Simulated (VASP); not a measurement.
## ZrB: single point with PBE0

ZrB:

```
Zr B
1.0
     0.00000    2.32500    2.32500
     2.32500    0.00000    2.32500
     2.32500    2.32500    0.00000
Zr B
1 1
Direct
  0.00000 0.00000 0.00000
  0.50000 0.50000 0.50000
```

```yaml
Program: VASP 6.6.1
Task: single point
Functional: PBE0
Potentials_or_basis: VASP PAW PBE potentials, release 64 (Zr_sv, B)
Cutoff: 520 eV
k_mesh: 4 × 4 × 4
Occupations: fermi-dirac, width 0.05 eV
Spin: non-collinear spin, zero start, spin-orbit coupling
Starting_moments: "[[0.0, 0.0, 0.0], [0.0, 0.0, 0.0]] μB"
Dipole_correction: no
Grid_for_exact_exchange_PRECFOCK: Normal
Further_INCAR_settings: ALGO = Normal; EDIFF = 1e-06; NBANDS = 27
Share_of_exact_exchange: 0.25
```

| Quantity | Value |
| --- | --- |
| Pressure | 35.4 GPa |
| Net moment | 0.20 μB per cell |
| Valence electrons inside the program's atomic spheres | Zr 10.06; B 1.93 |

Moments on the atoms (μB; x, y, z):
```
Zr  0.00 0.00 0.00
B   0.00 0.00 0.00
```

It took 42 min on 1 thread of Intel(R) Xeon(R) Platinum 8259CL CPU @ 2.50GHz (Skylake/Cascade Lake), on a shared host, peak memory 0.22 GiB.

Caveat: the k points lie up to 0.59 Å⁻¹ apart; a moment this small can come from the mesh or the smearing; the PAW data sets were made with another functional, which shifts forces and pressure a little.
